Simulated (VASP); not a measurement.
# Pt (Pm-3m) in VASP: notebook, part 2 of 3

VASP 6.6.1.

### 3 Single point, PBEsol (volume scaled by 0.78)

The input, INCAR:

```
PREC = Accurate
ENCUT = 520
EDIFF = 1E-6
ISMEAR = -1
SIGMA = 0.1
LREAL = F
LASPH = T
NELM = 60
ALGO = Normal
ISIF = 2
LWAVE = F
LCHARG = F
GGA = PS
NBANDS = 11
```

The input, KPOINTS:

```
regular mesh
0
Gamma
  15 15 15
```

The input, POSCAR:

```
Pt
1.0
    2.3820708720      0.0000000000      0.0000000000
    0.0000000000      2.3820708720      0.0000000000
    0.0000000000      0.0000000000      2.3820708720
Pt
1
Direct
    0.0000000000      0.0000000000      0.0000000000
```

Potentials or basis: VASP PAW PBE potentials, release 64 (Pt).

Command:

```bash
> cat potpaw_PBE.64/Pt/POTCAR > POTCAR
> mpirun -np 1 vasp_std > vasp.out
```

OUTCAR:

```text
PREC = Accurate
   ENCUT = 520
   EDIFF = 1E-6
   ISMEAR = -1
   LREAL = F
   LASPH = T
   NELM = 60
   ISIF = 2
   GGA = PS

 ion  position               nearest neighbor table
   1  0.000  0.000  0.000-

  LATTYP: Found a simple cubic cell.
 ALAT       =     2.3820708720

  Lattice vectors:

 A1 = (   2.3820708720,   0.0000000000,   0.0000000000)
 A2 = (   0.0000000000,   2.3820708720,   0.0000000000)
 A3 = (   0.0000000000,   0.0000000000,   2.3820708720)

Analysis of symmetry for initial positions (statically):
=====================================================================
 Subroutine PRICEL returns:
 Original cell was already a primitive cell.

 Routine SETGRP: Setting up the symmetry group for a
 simple cubic supercell.

 Subroutine GETGRP returns: Found 48 space group operations
 (whereof 48 operations were pure point group operations)
 out of a pool of 48 trial point group operations.

The static configuration has the point symmetry O_h .

Analysis of symmetry for dynamics (positions and initial velocities):
=====================================================================
 Subroutine PRICEL returns:
 Original cell was already a primitive cell.

 Routine SETGRP: Setting up the symmetry group for a
 simple cubic supercell.

 Subroutine GETGRP returns: Found 48 space group operations
 (whereof 48 operations were pure point group operations)
 out of a pool of 48 trial point group operations.

The dynamic configuration has the point symmetry O_h .

 Subroutine INISYM returns: Found 48 space group operations
 (whereof 48 operations are pure point group operations),
 and found     1 'primitive' translations

----------------------------------------------------------------------------------------

                                     Primitive cell

  volume of cell :      13.5165

  direct lattice vectors                    reciprocal lattice vectors
     2.382070872  0.000000000  0.000000000     0.419802791  0.000000000  0.000000000
[... 109 lines left out ...]
   GGA     = PS    functional components
   LHFCALC =     F    Hartree Fock is set to
   AEXX    =    0.0000 exact exchange contribution
   IVDW    =     0    specifies the selected vdW correction
   LEPSILON=     F    determine dielectric tensor
   LRPA    =     F    only Hartree local field effects (RPA)
 non-spin polarized calculation
  energy-cutoff  :      520.00
  volume of cell :       13.52
 maximum number of plane-waves:       374
 NGX is ok and might be reduce to    18
   NGX =  9   NGY =  9   NGZ =  9

 number of electron      10.0000001 magnetization

 Free energy of the ion-electron system (eV)
  ---------------------------------------------------
  ext. energy  EPLUGINS =         0.00000000
  ---------------------------------------------------
  free energy    TOTEN  =        -5.50825563 eV

  energy without entropy =       -5.48170591  energy(sigma->0) =       -5.49498077

 E-fermi :  13.3814     XC(G=0): -14.1345

 val. band max:       13.3704954533   @ k =   0.4000   0.3333   0.3333
 cond. band min:      13.4389267594   @ k =   0.3333   0.1333   0.0667
 fundamental gap:      0.0684313060
 Fermi energy:        13.3814078254

 k-point     1 :       0.0000    0.0000    0.0000
  band No.  band energies     occupation
      1       1.9291      2.00000
      2       4.8234      2.00000
      3       4.8234      2.00000
      4      14.0367      0.00285
      5      14.0367      0.00285
      6      14.0367      0.00285
      7      30.0545      0.00000
      8      30.0545      0.00000
      9      30.0545      0.00000
     10      37.4585      0.00000
     11      40.3712      0.00000
[... 309 lines left out ...]
 k-point    24 :       0.3333    0.2000    0.0000
  band No.  band energies     occupation
      1       5.2406      2.00000
      2       6.8218      2.00000
      3       8.4336      2.00000
      4      11.4132      2.00000
      5      11.6169      2.00000
      6      12.9859      1.96242
      7      22.9197      0.00000
      8      29.1125      0.00000
      9      32.7535      0.00000
     10      38.0520      0.00000
     11      39.1776      0.00000

 [... further k-points ...]

------------------------ aborting loop because EDIFF is reached ----------------------------------------

  FORCE on cell =-STRESS in cart. coord.  units (eV):
  Direction    XX          YY          ZZ          XY          YZ          ZX
  --------------------------------------------------------------------------------------
  -------------------------------------------------------------------------------------
  Total        8.6459515      8.6459515      8.6459515      0.0000000     -0.0000000      0.0000000
  in kB     1024.8477224   1024.8477224   1024.8477224      0.0000000     -0.0000000      0.0000000
  external PRESSURE =    1024.8477224 kB  Pullay stress =       0.0000000 kB

 VOLUME and BASIS-vectors are now :
 -----------------------------------------------------------------------------
  energy-cutoff  :      520.00
  volume of cell :       13.52
      direct lattice vectors                 reciprocal lattice vectors
     2.382070872  0.000000000  0.000000000     0.419802791  0.000000000  0.000000000
     0.000000000  2.382070872  0.000000000     0.000000000  0.419802791  0.000000000
     0.000000000  0.000000000  2.382070872     0.000000000  0.000000000  0.419802791

 POSITION                                       TOTAL-FORCE (eV/Angst)
 -----------------------------------------------------------------------------------
      0.00000      0.00000      0.00000         0.000000      0.000000      0.000000
 -----------------------------------------------------------------------------------
    total drift:                                0.000000      0.000000      0.000000

  FREE ENERGIE OF THE ION-ELECTRON SYSTEM (eV)
  ---------------------------------------------------
  free  energy   TOTEN  =        -5.5082556317 eV

  energy  without entropy=       -5.4817059098  energy(sigma->0) =       -5.49498077
```

OSZICAR:

```text
N       E                     dE             d eps       ncg     rms          rms(c)
DAV:   1     0.434545022105E+02    0.43455E+02   -0.55172E+03  2680   0.862E+02
DAV:   2    -0.525552324501E+01   -0.48710E+02   -0.46652E+02  3012   0.186E+02
DAV:   3    -0.586020946179E+01   -0.60469E+00   -0.60387E+00  3117   0.200E+01
DAV:   4    -0.586272080679E+01   -0.25113E-02   -0.25112E-02  3117   0.149E+00
DAV:   5    -0.586274089997E+01   -0.20093E-04   -0.20094E-04  3192   0.123E-01    0.206E+01
DAV:   6    -0.557911157989E+01    0.28363E+00   -0.42421E-01  2961   0.541E+00    0.113E+01
DAV:   7    -0.551360218389E+01    0.65509E-01   -0.14517E-01  3138   0.312E+00    0.239E+00
DAV:   8    -0.550832339650E+01    0.52788E-02   -0.12083E-02  2979   0.104E+00    0.374E-01
DAV:   9    -0.550824878028E+01    0.74616E-04   -0.10085E-04  3200   0.935E-02    0.189E-02
DAV:  10    -0.550825524113E+01   -0.64609E-05   -0.34524E-06  3229   0.128E-02    0.444E-03
DAV:  11    -0.550825563167E+01   -0.39054E-06   -0.11139E-07  1785   0.289E-03
   1 F= -.55082556E+01 E0= -.54949808E+01  d E =-.265497E-01
```

stdout:

```text
POSCAR found type information on POSCAR Pt
 POSCAR found :  1 types and       1 ions
 scaLAPACK will be used
 -----------------------------------------------------------------------------
|                                                                             |
|                                                                             |
|     You enforced a specific xc type in the INCAR file but a different       |
|     I HOPE YOU KNOW WHAT YOU ARE DOING!                                     |
|                                                                             |
 -----------------------------------------------------------------------------

 LDA part: xc-table for (Slater+PW92), standard interpolation
 POSCAR, INCAR and KPOINTS ok, starting setup
 FFT: planning ... GRIDC
 FFT: planning ... GRID_SOFT
 FFT: planning ... GRID
 WAVECAR not read
 entering main loop
```

It took 8.7 s on 1 thread of Intel Xeon 6975P-C, shared host; peak memory 0.13 GiB.

Results:

* Free energy: -5.5083 eV
* Pressure: 102.5 GPa
* Band gap on the k mesh: zero (band 5 reaches 16.55 eV, above the bottom of band 6 at 11.68 eV)

Levels at points of the mesh, in eV from the Fermi level:
| k point | band 1 | band 2 | band 3 | band 4 | band 5 | band 6 | band 7 | band 8 | band 9 | band 10 |
| --- | --- | --- | --- | --- | --- | --- | --- | --- | --- | --- |
| (0.00, 0.00, 0.00) | -11.45 | -8.56 | -8.56 | 0.66 | 0.66 | 0.66 | 16.67 | 16.67 | 16.67 | 24.08 |

Caveat: the PAW data sets were made with another functional, which shifts forces and pressure a little; spin-orbit coupling is left out, which moves the levels of the heavy elements.

(Part 2 of 3 ends here.)
